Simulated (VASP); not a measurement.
Rb: single point with LDA

The system is Rb.

```
CELL_PARAMETERS angstrom
4.30035 0.00000 0.00000
0.00000 4.30035 0.00000
0.00000 0.00000 4.30035
ATOMIC_POSITIONS crystal
Rb 0.00000 0.00000 0.00000
```

This isn't the form of Rb at room conditions, which is bcc.

```
Program                : VASP 6.6.1
Task                   : single point
Functional             : LDA
Potentials or basis    : VASP PAW LDA potentials, release 64 (Rb_sv)
Cutoff                 : 520 eV
k mesh                 : 10 × 10 × 10
Occupations            : fermi-dirac, width 0.05 eV
Spin                   : no spin polarisation
Dipole correction      : no
Further INCAR settings : ALGO = Normal; EDIFF = 1e-06; NBANDS = 10
```

The pressure is 0.2 GPa. The band gap on the k mesh is zero (an odd number of electrons rules out a gap without spin polarisation).

Levels at points of the mesh, in eV from the Fermi level:
| k point | band 1 | band 2 | band 3 | band 4 | band 5 | band 6 | band 7 | band 8 | band 9 |
| --- | --- | --- | --- | --- | --- | --- | --- | --- | --- |
| (0.00, 0.00, 0.00) | -28.92 | -12.97 | -12.97 | -12.97 | -2.19 | 2.19 | 2.19 | 6.29 | 6.29 |
| (0.50, 0.00, 0.00) | -28.91 | -13.21 | -12.95 | -12.95 | -0.25 | 0.43 | 2.82 | 4.25 | 4.25 |
| (0.50, 0.50, 0.00) | -28.90 | -13.18 | -13.18 | -12.93 | 0.63 | 1.74 | 2.50 | 2.50 | 4.78 |
| (0.50, 0.50, 0.50) | -28.89 | -13.15 | -13.15 | -13.15 | 1.71 | 1.71 | 1.71 | 4.00 | 4.86 |

It took 18 s on 1 thread of Intel Xeon 8259CL (shared host), peak memory 0.17 GiB.
